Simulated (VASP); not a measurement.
KTaO3: single point with r2SCAN

Crystal: KTaO3.

```
K Ta O
1.0
     4.21032    0.00000    0.00000
     0.00000    4.21032    0.00000
     0.00000    0.00000    3.57877
K Ta O
1 1 3
Direct
  0.50000 0.50000 0.50000
  0.00000 0.00000 0.00000
  0.50000 0.00000 0.00000
  0.00000 0.50000 0.00000
  0.00000 0.00000 0.50000
```

This cell differs from its parent crystal: ratio of the length along z to the lengths across it x 0.85, volume and fractional coordinates fixed.

```
Program             : VASP 6.6.1
Task                : single point
Functional          : r2SCAN
Potentials or basis : VASP PAW PBE potentials, release 64 (K_sv, Ta_sv_GW, O)
Cutoff              : 660 eV
k mesh              : 6 × 6 × 6
Occupations         : gaussian, width 0.05 eV
Spin                : no spin polarisation
```

The pressure is 11.6 GPa and the band gap on the k mesh is 2.25 eV (least direct gap 2.74 eV).

Stress tensor (GPa, compression positive):
```
-16.05   0.00   0.00
  0.00 -16.05   0.00
  0.00   0.00  66.96
```

Levels at points of the mesh, in eV from the valence-band top:
| k point | band 18 | band 19 | band 20 | band 21 | band 22 | band 23 |
| --- | --- | --- | --- | --- | --- | --- |
| (0.00, 0.00, 0.00) | -0.60 | -0.58 | -0.49 | 2.25 | 2.51 | 2.51 |
| (0.50, 0.00, 0.00) | -1.45 | -1.22 | -0.67 | 2.60 | 4.58 | 4.60 |
| (0.50, 0.50, 0.00) | -1.96 | -1.53 | -0.11 | 4.61 | 4.61 | 5.68 |
| (0.00, 0.00, 0.50) | -1.46 | -0.81 | -0.81 | 2.60 | 5.90 | 6.99 |
| (0.50, 0.00, 0.50) | -1.22 | -1.02 | -0.41 | 4.72 | 6.77 | 6.97 |
| (0.50, 0.50, 0.50) | -0.23 | -0.23 | 0.00 | 5.89 | 7.77 | 7.77 |

Run time: 2.3 min on 1 thread of Intel(R) Xeon(R) 6975P-C (Granite Rapids) (shared host), peak memory 0.27 GiB.

Caveat: the cell stands under pressure; the PAW data sets were made with another functional, which shifts forces and pressure a little; spin-orbit coupling is left out, which moves the levels of the heavy elements. A k mesh can miss the band edges.
